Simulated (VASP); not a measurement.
# WS2 in VASP: further runs

Runs on WS2. Level: PBE+D3(BJ). Tasks: single point.

Program: VASP 6.6.1. These are calculated values, not measurements. Logs are shortened: lines on timing, memory, paths and dates and some standing lists are left out, and cuts for length are marked.

## Step 1: The cell of the first run

The cell holds a slab with vacuum, 3 atoms: a = 2.970 Å, b = 2.970 Å, c = 32.291 Å, α = 90.00°, β = 90.00°, γ = 120.00°.

## Step 2: Single point, PBE+D3(BJ)

The input, INCAR:

```
  ALGO = Normal
  DIPOL = 0.5 0.5 0.500
  EDIFF = 1E-6
  ENCUT = 520
  GGA = PE
  IDIPOL = 3
  ISIF = 2
  ISMEAR = 0
  IVDW = 12
  LASPH = True
  LCHARG = False
  LDIPOL = True
  LREAL = False
  LWAVE = False
  NBANDS = 20
  NELM = 80
  PREC = Accurate
  SIGMA = 0.02
```

The input, KPOINTS:

```
k-points
0
Gamma
  12 12 1
```

The input, POSCAR:

```
WS2
1.0
    2.9700000000      0.0000000000      0.0000000000
   -1.4850000000      2.5720954492      0.0000000000
    0.0000000000      0.0000000000     32.2910878415
S W
2 1
Direct
    0.3333333333      0.6666666667      0.4550091869
    0.3333333333      0.6666666667      0.5450030581
    0.6666666667      0.3333333333      0.5000061204
```

Potentials or basis: VASP PAW PBE potentials, release 64 (S, W_sv).

Command:

```console
$ cat potpaw_PBE.64/S/POTCAR potpaw_PBE.64/W_sv/POTCAR > POTCAR
$ mpirun -np 1 vasp_std > vasp.out
```

OUTCAR:

```text
EDIFF = 1E-6
   ENCUT = 520
   GGA = PE
   ISIF = 2
   ISMEAR = 0
   IVDW = 12
   LASPH = True
   LREAL = False
   NELM = 80
   PREC = Accurate
 IVDW          = 12

 ion  position               nearest neighbor table
   1  0.333  0.667  0.455-   3 2.25   3 2.25   3 2.25
   2  0.333  0.667  0.545-   3 2.25   3 2.25   3 2.25
   3  0.667  0.333  0.500-   1 2.25   1 2.25   1 2.25   2 2.25   2 2.25   2 2.25

  LATTYP: Found a hexagonal cell.
 ALAT       =     2.9700000000
 C/A-ratio  =    10.8724201487

  Lattice vectors:

 A1 = (   2.9700000000,   0.0000000000,   0.0000000000)
 A2 = (  -1.4850000000,   2.5720954492,   0.0000000000)
 A3 = (   0.0000000000,   0.0000000000,  32.2910878415)

Analysis of symmetry for initial positions (statically):
=====================================================================
 Subroutine PRICEL returns:
 Original cell was already a primitive cell.

 Routine SETGRP: Setting up the symmetry group for a
 hexagonal supercell.

 Subroutine GETGRP returns: Found 12 space group operations
 (whereof  6 operations were pure point group operations)
 out of a pool of 24 trial point group operations.

The static configuration has the point symmetry C_3v.
 The point group associated with its full space group is D_3h.

Analysis of symmetry for dynamics (positions and initial velocities):
=====================================================================
 Subroutine PRICEL returns:
 Original cell was already a primitive cell.

 Routine SETGRP: Setting up the symmetry group for a
 hexagonal supercell.

 Subroutine GETGRP returns: Found 12 space group operations
 (whereof  6 operations were pure point group operations)
 out of a pool of 24 trial point group operations.

The dynamic configuration has the point symmetry C_3v.
 The point group associated with its full space group is D_3h.

 Subroutine INISYM returns: Found 12 space group operations
 (whereof  6 operations are pure point group operations),
 and found     1 'primitive' translations

----------------------------------------------------------------------------------------

                                     Primitive cell

  volume of cell :     246.6756

  direct lattice vectors                    reciprocal lattice vectors
     2.970000000  0.000000000  0.000000000     0.336700337  0.194394030  0.000000000
    -1.485000000  2.572095449  0.000000000     0.000000000  0.388788060  0.000000000
     0.000000000  0.000000000 32.291087842     0.000000000  0.000000000  0.030968297

  length of vectors
     2.970000000  2.970000000 32.291087842     0.388788060  0.388788060  0.030968297

  position of ions in fractional coordinates (direct lattice)
     0.333333333  0.666666667  0.455009187
     0.333333333  0.666666667  0.545003058
     0.666666667  0.333333333  0.500006120

  ion indices of the primitive-cell ions
   primitive index   ion index
                 1           1
                 2           2
                 3           3

----------------------------------------------------------------------------------------

 KPOINTS: k-points

Automatic generation of k-mesh.
 Grid dimensions read from file:
 generate k-points for:   12   12    1

 Generating k-lattice:

  Cartesian coordinates                     Fractional coordinates (reciprocal lattice)
     0.028058361  0.016199503  0.000000000     0.083333333  0.000000000  0.000000000
     0.000000000  0.032399005  0.000000000     0.000000000  0.083333333  0.000000000
     0.000000000  0.000000000  0.030968297     0.000000000  0.000000000  1.000000000

  Length of vectors
     0.032399005  0.032399005  0.030968297

  Shift w.r.t. Gamma in fractional coordinates (k-lattice)
     0.000000000  0.000000000  0.000000000

 Subroutine IBZKPT returns following result:
 ===========================================

 Found     19 irreducible k-points:

 Following reciprocal coordinates:
            Coordinates               Weight
  0.000000  0.000000  0.000000      1.000000
  0.083333  0.000000  0.000000      6.000000
  0.166667  0.000000  0.000000      6.000000
  0.250000  0.000000  0.000000      6.000000
  0.333333  0.000000  0.000000      6.000000
  0.416667  0.000000  0.000000      6.000000
[... 11 lines left out ...]
  0.333333  0.250000  0.000000     12.000000
  0.333333  0.333333  0.000000      2.000000
   k-points           NKPTS =     19   k-points in BZ     NKDIM =     19   number of bands    NBANDS=     20
   number of dos      NEDOS =    301   number of ions     NIONS =      3
   total plane-waves  NPLWV = 138240
   dimension x,y,z NGX =    24 NGY =   24 NGZ =  240
   dimension x,y,z NGXF=    48 NGYF=   48 NGZF=  480
   ions per type =               2   1
   NGX,Y,Z   is equivalent  to a cutoff of  13.43, 13.43, 12.36 a.u.
   NGXF,Y,Z  is equivalent  to a cutoff of  26.87, 26.87, 24.71 a.u.
 SYSTEM =  unknown system
   PREC   = accura    normal or accurate (medium, high low for compatibility)
   ISTART =      0    job   : 0-new  1-cont  2-samecut
   ICHARG =      2    charge: 1-file 2-atom 10-const
   ISPIN  =      1    spin polarized calculation?
   LNONCOLLINEAR =      F non collinear calculations
   LSORBIT =      F    spin-orbit coupling
   LASPH  =      T    aspherical Exc in radial PAW
   ENCUT  =  520.0 eV  38.22 Ry    6.18 a.u.   5.52  5.52 60.04*2*pi/ulx,y,z
   NELM   =     80;   NELMIN=  2; NELMDL= -5     # of ELM steps
   EDIFF  = 0.1E-05   stopping-criterion for ELM
   LREAL  =      F    real-space projection
   EDIFFG = 0.1E-04   stopping-criterion for IOM
   NSW    =      0    number of steps for IOM
   IBRION =     -1    ionic relax: 0-MD 1-quasi-New 2-CG
   NFREE  =      0    steps in history (QN), initial steepest desc. (CG)
   ISIF   =      2    stress and relaxation
   ISYM   =      2    0-nonsym 1-usesym 2-fastsym
   POTIM  = 0.5000    time-step for ionic-motion
   TEBEG  =    0.0;   TEEND  =   0.0 temperature during run
   PSTRESS=    0.0 pullay stress
   NELECT =      26.0000    total number of electrons
   NUPDOWN=      -1.0000    fix difference up-down
   EMIN   =  10.00;   EMAX   =-10.00  energy-range for DOS
   EFERMI =   0.00;   METHOD = LEGACY
   ISMEAR =     0;   SIGMA  =   0.02  broadening in eV -4-tet -1-fermi 0-gaus
   EFERMI_NEDOS =   21; number of points for ismear=-14 and -15
   IALGO  =     38    algorithm
   IMIX   =      4    mixing-type and parameters
     AMIX     =   0.40;   BMIX     =  1.00
     AMIX_MAG =   1.60;   BMIX_MAG =  1.00
  volume/ion in A,a.u.               =      82.23       554.88
  Fermi-wavevector in a.u.,A,eV,Ry     =   0.773316  1.461356  8.136532  0.598018
  Thomas-Fermi vector in A             =   1.875135
   LORBIT       =      0    0 simple, 1 ext, 2 COOP (PROOUT), +10 PAW based schemes
   GGA     = PE    functional components
   LHFCALC =     F    Hartree Fock is set to
   AEXX    =    0.0000 exact exchange contribution
   IVDW    =    12    specifies the selected vdW correction
   LEPSILON=     F    determine dielectric tensor
   LRPA    =     F    only Hartree local field effects (RPA)
 non-spin polarized calculation
 Gauss-broadening in eV      SIGMA  =   0.02
  energy-cutoff  :      520.00
  volume of cell :      246.68
 maximum number of plane-waves:      6757
 NGX is ok and might be reduce to    24
   NGX = 11   NGY = 11   NGZ =121

 number of electron      26.0000002 magnetization

 dipolmoment           0.000000      0.000000     -0.000001 electrons x Angstroem

 Free energy of the ion-electron system (eV)
  ---------------------------------------------------
  ext. energy  EPLUGINS =         0.00000000
  ---------------------------------------------------
  free energy    TOTEN  =       -22.15117102 eV

  energy without entropy =      -22.15117102  energy(sigma->0) =      -22.15117102

 E-fermi :  -2.8366     XC(G=0):  -2.5004

 val. band max:       -3.1040024750   @ k =   0.3333   0.3333   0.0000
 cond. band min:      -0.7989777532   @ k =   0.3333   0.3333   0.0000
 fundamental gap:      2.3050247218
 Fermi energy:        -2.8366024158

 k-point     1 :       0.0000    0.0000    0.0000
  band No.  band energies     occupation
      1     -76.5101      2.00000
      2     -41.0856      2.00000
      3     -40.6546      2.00000
      4     -40.6546      2.00000
      5     -19.2049      2.00000
      6     -16.7549      2.00000
[... 12 lines left out ...]
     19       2.2624      0.00000
     20       2.7240      0.00000

 k-point     2 :       0.0833    0.0000    0.0000
  band No.  band energies     occupation
      1     -76.5069      2.00000
      2     -41.0754      2.00000
      3     -40.7075      2.00000
      4     -40.6663      2.00000
      5     -19.0436      2.00000
      6     -16.7168      2.00000
[... 12 lines left out ...]
     19       2.4720      0.00000
     20       2.8874      0.00000

 k-point     3 :       0.1667    0.0000    0.0000
  band No.  band energies     occupation
      1     -76.4981      2.00000
      2     -41.0472      2.00000
      3     -40.8496      2.00000
      4     -40.6980      2.00000
      5     -18.5870      2.00000
      6     -16.6103      2.00000
[... 12 lines left out ...]
     19       2.9453      0.00000
     20       3.3605      0.00000

 k-point     4 :       0.2500    0.0000    0.0000
  band No.  band energies     occupation
      1     -76.4861      2.00000
      2     -41.0386      2.00000
      3     -41.0086      2.00000
      4     -40.7409      2.00000
      5     -17.9136      2.00000
      6     -16.4574      2.00000
[... 314 lines left out ...]
 k-point    18 :       0.3333    0.2500    0.0000
  band No.  band energies     occupation
      1     -76.4575      2.00000
      2     -41.2757      2.00000
      3     -41.0443      2.00000
      4     -40.9161      2.00000
      5     -15.9196      2.00000
      6     -15.8573      2.00000
[... 12 lines left out ...]
     19       5.5708      0.00000
     20       6.6461      0.00000

 k-point    19 :       0.3333    0.3333    0.0000
  band No.  band energies     occupation
      1     -76.4559      2.00000
      2     -41.2229      2.00000
      3     -41.1289      2.00000
      4     -40.9109      2.00000
      5     -15.8606      2.00000
      6     -15.7120      2.00000
[... 12 lines left out ...]
     19       4.8121      0.00000
     20       6.7092      0.00000

------------------------ aborting loop because EDIFF is reached ----------------------------------------

 vacuum level on the upper side and lower side of the slab       (xc-potential included)        -0.048        -0.048

 Edisp (eV)   -1.08677

 E8    (eV) :    -0.4897

  FORCE on cell =-STRESS in cart. coord.  units (eV):
  Direction    XX          YY          ZZ          XY          YZ          ZX
  --------------------------------------------------------------------------------------
  -------------------------------------------------------------------------------------
  Total      13.51247    13.51247    15.32092     0.00000     0.00000     0.00000
  in kB      87.76453    87.76453    99.51057     0.00000     0.00000     0.00000
  external pressure =       91.68 kB  Pullay stress =        0.00 kB

 VOLUME and BASIS-vectors are now :
 -----------------------------------------------------------------------------
  energy-cutoff  :      520.00
  volume of cell :      246.68
      direct lattice vectors                 reciprocal lattice vectors
     2.970000000  0.000000000  0.000000000     0.336700337  0.194394030  0.000000000
    -1.485000000  2.572095449  0.000000000     0.000000000  0.388788060  0.000000000
     0.000000000  0.000000000 32.291087842     0.000000000  0.000000000  0.030968297

 POSITION                                       TOTAL-FORCE (eV/Angst)
 -----------------------------------------------------------------------------------
     -0.00000      1.71473     14.69274         0.000000     -0.000000     -5.281660
     -0.00000      1.71473     17.59874         0.000000     -0.000000      5.281660
      1.48500      0.85737     16.14574        -0.000000      0.000000     -0.000000
 -----------------------------------------------------------------------------------
    total drift:                                0.000000     -0.000000     -0.000151

  FREE ENERGIE OF THE ION-ELECTRON SYSTEM (eV)
  ---------------------------------------------------
  free  energy   TOTEN  =       -23.2379401134 eV

  energy  without entropy=      -23.2379401134  energy(sigma->0) =      -23.23794011

 vacuum level on the upper side and lower side of the slab         2.654         2.654
```

It took 73 s on 1 thread of Intel Xeon 6975P-C (Granite Rapids), shared host; peak memory 0.41 GiB.

Results:

| Item | Value |
| --- | --- |
| Free energy | -23.2379 eV |
| Largest force | 5.282 eV/Å |
| Band gap on the k mesh | 2.31 eV |
| Dispersion energy per atom | -0.362 eV |

Forces in eV/Å, atoms in the order of the input:
```
S    0.000  0.000 -5.282
S    0.000  0.000  5.282
W    0.000  0.000  0.000
```

Levels at points of the mesh, in eV from the valence-band top:
| k point | band 10 | band 11 | band 12 | band 13 | band 14 | band 15 | band 16 | band 17 |
| --- | --- | --- | --- | --- | --- | --- | --- | --- |
| (0.00, 0.00, 0.00) | -2.25 | -1.82 | -1.82 | -0.07 | 3.63 | 3.63 | 4.22 | 4.22 |
| (0.50, 0.00, 0.00) | -4.08 | -2.16 | -1.07 | -0.94 | 3.84 | 4.31 | 4.64 | 5.97 |

Caveat: spin-orbit coupling is left out, which moves the levels of the heavy elements.

## Step 3: Single point, PBE+D3(BJ)

The input, INCAR:

```
PREC     = Accurate       # precision mode
ENCUT    = 520            # plane-wave cutoff, eV
EDIFF    = 1E-6           # SCF threshold, eV
ISMEAR   = 0              # smearing method
SIGMA    = 0.02           # smearing width, eV
LREAL    = False          # projectors in reciprocal space
LASPH    = True           # aspherical terms in the spheres
NELM     = 100            # most SCF steps
ALGO     = Normal         # electronic algorithm
ISIF     = 2              # what is computed and relaxed
LWAVE    = False          # write WAVECAR
LCHARG   = True           # write CHGCAR
LDIPOL   = True         
IDIPOL   = 3            
DIPOL    = 0.5 0.5 0.500
GGA      = PE             # functional
IVDW     = 12             # dispersion correction
LELF     = True           # ELF
LVHAR    = True         
LVACPOTAV= True         
NBANDS   = 20             # bands
```

The input, KPOINTS:

```
regular mesh
0
Gamma
  12 12 1
```

The input, POSCAR:

```
WS2
1.0
    2.9700000000      0.0000000000      0.0000000000
   -1.4850000000      2.5720954492      0.0000000000
    0.0000000000      0.0000000000     32.2910878415
S W
2 1
Direct
    0.3333333333      0.6666666667      0.4524697866
    0.3333333333      0.6666666667      0.5475424585
    0.6666666667      0.3333333333      0.5000061203
```

Potentials or basis: VASP PAW PBE potentials, release 64 (S, W_sv).

Command:

```console
$ cat potpaw_PBE.64/S/POTCAR potpaw_PBE.64/W_sv/POTCAR > POTCAR
$ mpirun -np 1 vasp_std > vasp.out
```

Wall time 83 s (1 thread of Intel Xeon 6975P-C (Granite Rapids), shared host); peak memory 0.4 GiB.

Results (log left out):

```yaml
Free_energy: -23.8909 eV
Largest_force: 2.762 eV/Å
Band_gap_on_the_k_mesh: 2.07 eV (least direct gap 2.63 eV)
Dispersion_energy_per_atom: -0.356 eV
Ionisation_potential_of_the_upper_face: 5.58 eV
```

Forces in eV/Å, atoms in the order of the input:
```
S    0.000  0.000 -2.762
S    0.000  0.000  2.762
W    0.000  0.000  0.000
```

Levels at points of the mesh, in eV from the valence-band top:
| k point | band 10 | band 11 | band 12 | band 13 | band 14 | band 15 | band 16 | band 17 |
| --- | --- | --- | --- | --- | --- | --- | --- | --- |
| (0.00, 0.00, 0.00) | -2.62 | -1.43 | -1.43 | -0.54 | 3.57 | 3.57 | 3.83 | 3.83 |
| (0.50, 0.00, 0.00) | -3.70 | -2.50 | -1.04 | -0.90 | 3.92 | 3.95 | 4.38 | 5.64 |

Caveat: spin-orbit coupling is left out, which moves the levels of the heavy elements.

## Step 4: Single point, PBE+D3(BJ)

The input, INCAR:

```
PREC = Accurate ; ENCUT = 520
EDIFF = 1E-6 ; ISMEAR = 0
SIGMA = 0.02 ; LREAL = False
LASPH = True ; NELM = 60
ALGO = Normal ; ISIF = 2
LWAVE = False ; LCHARG = False
LDIPOL = True ; IDIPOL = 3
DIPOL = 0.5 0.5 0.500 ; GGA = PE
IVDW = 12 ; NBANDS = 20
```

The input, KPOINTS:

```
Automatic mesh
0
Gamma
  12 12 1
```

The input, POSCAR:

```
WS2
1.0
    2.9700000000      0.0000000000      0.0000000000
   -1.4850000000      2.5720954492      0.0000000000
    0.0000000000      0.0000000000     32.2910878415
S W
2 1
Direct
    0.3333333333      0.6666666667      0.4499303862
    0.3333333333      0.6666666667      0.5500818589
    0.6666666667      0.3333333333      0.5000061202
```

Command:

```console
$ cat potpaw_PBE.64/S/POTCAR potpaw_PBE.64/W_sv/POTCAR > POTCAR
$ mpirun -np 1 vasp_std > vasp.out
```

Run time: 71 s. Hardware: 1 thread of Intel Xeon 6975P-C (Granite Rapids), shared host; peak memory 0.41 GiB.

Results (log left out):

```
Free energy                : -24.1683 eV
Largest force              : 0.692 eV/Å
Band gap on the k mesh     : 1.72 eV (least direct gap 2.61 eV)
Dispersion energy per atom : -0.350 eV
```

Forces in eV/Å, atoms in the order of the input:
```
S    0.000  0.000 -0.692
S    0.000  0.000  0.692
W    0.000  0.000  0.000
```

Levels at points of the mesh, in eV from the valence-band top:
| k point | band 11 | band 12 | band 13 | band 14 | band 15 | band 16 |
| --- | --- | --- | --- | --- | --- | --- |
| (0.00, 0.00, 0.00) | -1.01 | -1.01 | -0.91 | 3.53 | 3.53 | 3.54 |
| (0.50, 0.00, 0.00) | -2.73 | -1.11 | -0.70 | 3.60 | 4.01 | 4.14 |

Caveat: spin-orbit coupling is left out, which moves the levels of the heavy elements.

(Part 1 of 2 ends here.)
